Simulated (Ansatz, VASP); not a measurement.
Two plane-wave programs on Cu

```
CELL_PARAMETERS angstrom
0.00000 1.83631 1.83631
1.83631 0.00000 1.83631
1.83631 1.83631 0.00000
ATOMIC_POSITIONS crystal
Cu 0.00000 0.00000 0.00000
```

Alike in both runs: functional RPBE; k mesh 16 × 16 × 16; occupations fermi-dirac, width 0.15 eV; no spin polarisation.

Ansatz relaxed the structure, and its values are those at the end. VASP's run is a single point on that final structure, the one shown.

```csv
,VASP,Ansatz
version,VASP 6.6.1,Ansatz 0.2.0
potentials or method,"VASP PAW PBE potentials, release 64 (Cu), cutoff 520 eV","scalar-relativistic, plane waves, PAW"
valence electrons in the cell,11,19
```

VASP gave:

```
gap on the k mesh at the Fermi level (eV) : none
pressure (GPa)                            : 0.8
```

Q: Estimate Ansatz's values.

A: gap on the k mesh at the Fermi level (eV): none; pressure (GPa): 0.0.

VASP's potentials were made for PBE, not for RPBE. A gap of «none» marks a metal or a gap that the smearing closes. VASP's potentials hold 11 valence electrons a cell and Ansatz's 19, so a difference there can come from the potentials and not from the codes.
